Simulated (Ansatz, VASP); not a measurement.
**AlCu in VASP and in Ansatz**

File POSCAR:

```
AlCu
1.0
    2.8964838700      0.0000000000      0.0000000000
    0.0000000000      2.8964838700      0.0000000000
    0.0000000000      0.0000000000      2.8964838700
Al Cu
1 1
Direct
    0.0000000000      0.0000000000      0.0000000000
    0.5000000000      0.5000000000      0.5000000000
```

INCAR.step1

```
  PREC = Accurate
  ENCUT = 520
  ISMEAR = 0
  SIGMA = 0.1
  LREAL = False
  LASPH = True
  NELM = 60
  NBANDS = 14
  GGA = PE
  ALGO = Normal
  EDIFF = 1E-4
  LWAVE = True
  LCHARG = False
```

The input INCAR.step2:

```
  PREC = Accurate
  ENCUT = 520
  EDIFF = 1E-6
  ISMEAR = 0
  SIGMA = 0.1
  LREAL = False
  LASPH = True
  NELM = 60
  ALGO = Normal
  ISIF = 2
  LWAVE = False
  LCHARG = False
  METAGGA = R2SCAN
  LMIXTAU = True
  NBANDS = 14
  ISTART = 1
```

Contents of KPOINTS:

```
Automatic mesh
0
Gamma
  14 14 14
```

Input for Ansatz:

```yaml
crystal:
  lattice:
    - [2.89648387, 0.0, 0.0]
    - [0.0, 2.89648387, 0.0]
    - [0.0, 0.0, 2.89648387]
  atoms:
    - { symbol: Al, position: [0.0, 0.0, 0.0] }
    - { symbol: Cu, position: [0.5, 0.5, 0.5] }
basis:
  ecutwfc: 500
kpoints:
  mp_grid: { grid: [14, 14, 14] }
hamiltonian:
  xc: r2scan
scf:
  occupations: { method: gaussian, width: 0.1 }
output:
  forces: true
  stress: true
  eigenvalues: true
```

Alike in both runs: task single point; functional r2SCAN; k mesh 14 × 14 × 14; occupations gaussian, width 0.1 eV; no spin polarisation.

```csv
,VASP,Ansatz
version,VASP 6.6.1,Ansatz 0.2.0
potentials or method,"VASP PAW PBE potentials, release 64 (Al, Cu), cutoff 520 eV","scalar-relativistic, plane waves, PAW"
valence electrons in the cell,14,22
```

Ansatz gave:

* gap on the k mesh at the Fermi level (eV): none
* pressure (GPa): 9.5

What did VASP give for the same quantities?

gap on the k mesh at the Fermi level (eV): none; pressure (GPa): 10.4.

VASP's potentials were made for PBE, not for r2SCAN. A gap of «none» marks a metal or a gap that the smearing closes. VASP's potentials hold 14 valence electrons a cell and Ansatz's 22, so a difference there can come from the potentials and not from the codes.
